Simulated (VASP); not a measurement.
A run of VASP 6.6.1:

The input INCAR:

```
SYSTEM = Zr12H
PREC = Accurate
ENCUT = 520
EDIFF = 1E-6
ISMEAR = -1
SIGMA = 0.1
LREAL = .False.
LASPH = .True.
NELM = 100
ALGO = Normal
ISIF = 2
LWAVE = .False.
LCHARG = .False.
GGA = PS
NBANDS = 84
```

Contents of KPOINTS:

```
Automatic mesh
0
Gamma
  4 3 4
  0 0 0
```

The input POSCAR:

```
Zr12H
1.0
    6.4600000000      0.0000000000      0.0000000000
   -4.8450000000      8.3917860000      0.0000000000
    0.0000000000      0.0000000000      5.1453900000
Zr H
12 1
Direct
    0.0017459724      0.0012501510      0.0054938498
    0.1648208919      0.2218323966      0.5048089649
   -0.0008410104      0.3312937198      0.0001924052
    0.1643404071      0.5531892734      0.4985497698
   -0.0038978116      0.6642373864     -0.0040469236
    0.1627871511      0.8913946328      0.5032493164
    0.5020931365      0.0017295484      0.0007748684
    0.6675731960      0.2239458919      0.4986648242
    0.5016882771      0.3328615625     -0.0061647416
    0.6648227566      0.5537839025      0.4933911715
    0.5038414689      0.6638356841     -0.0037485983
    0.6706504766      0.8912353103      0.5035919532
    0.3332898241      0.7770394765      0.2492580737
```

Potentials or basis: VASP PAW PBE potentials, release 64 (Zr_sv, H).

Launch:

```console
$ cat potpaw_PBE.64/Zr_sv/POTCAR potpaw_PBE.64/H/POTCAR > POTCAR
$ mpirun -np 1 vasp_std > vasp.out
```

Hardware: 1 thread of Intel(R) Xeon(R) Platinum 8259CL CPU @ 2.50GHz (Skylake/Cascade Lake), on a shared host.

How long does it take, and how much memory?

Wall time 13 min on 1 thread of Intel(R) Xeon(R) Platinum 8259CL CPU @ 2.50GHz (Skylake/Cascade Lake), on a shared host, peak memory 0.6 GiB. Counts: scf iterations 16, k points 26.
